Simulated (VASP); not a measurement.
Wanted: the native input for a VASP 6.6.1 run.

- Task: single point
- Functional: PBE
- Potentials or basis: VASP PAW PBE potentials, release 64 (Bi_d, N)
- Cutoff: 520 eV
- k mesh: 12 × 12 × 10
- Occupations: gaussian, width 0.05 eV
- Spin: no spin polarisation
- Dipole correction: no
- Further INCAR settings: ALGO = Normal; EDIFF = 1e-06; NBANDS = 17

The structure of BiN lies in POSCAR:

```
BiN
1.0
    3.5424123582      0.0000000000      0.0000000000
   -1.7712061791      3.0678190929      0.0000000000
    0.0000000000      0.0000000000      3.2948517599
Bi N
1 1
Direct
    0.0000000000      0.0000000000      0.0000000000
    0.6666666667      0.3333333333      0.5000000000
```

This cell differs from its parent crystal: volume scaled by 1.040.

The input as run:

INCAR

```
PREC = Accurate
ENCUT = 520
EDIFF = 1E-6
ISMEAR = 0
SIGMA = 0.05
LREAL = False
LASPH = True
NELM = 60
ALGO = Normal
ISIF = 2
LWAVE = False
LCHARG = False
GGA = PE
NBANDS = 17
```

KPOINTS

```
regular mesh
0
Gamma
  12 12 10
```

Potentials or basis: VASP PAW PBE potentials, release 64 (Bi_d, N).

Launch:

```bash
$ cat potpaw_PBE.64/Bi_d/POTCAR potpaw_PBE.64/N/POTCAR > POTCAR
$ mpirun -np 1 vasp_std > vasp.out
```

Results of the run:

- Pressure: -4.0 GPa
- Band gap on the k mesh: zero (band 10 reaches 8.59 eV, above the bottom of band 11 at 6.29 eV)

Caveat: spin-orbit coupling is left out, which moves the levels of the heavy elements.

Wall time 28 s on 1 thread of Intel(R) Xeon(R) 6975P-C (Granite Rapids) (shared host), peak memory 0.2 GiB.
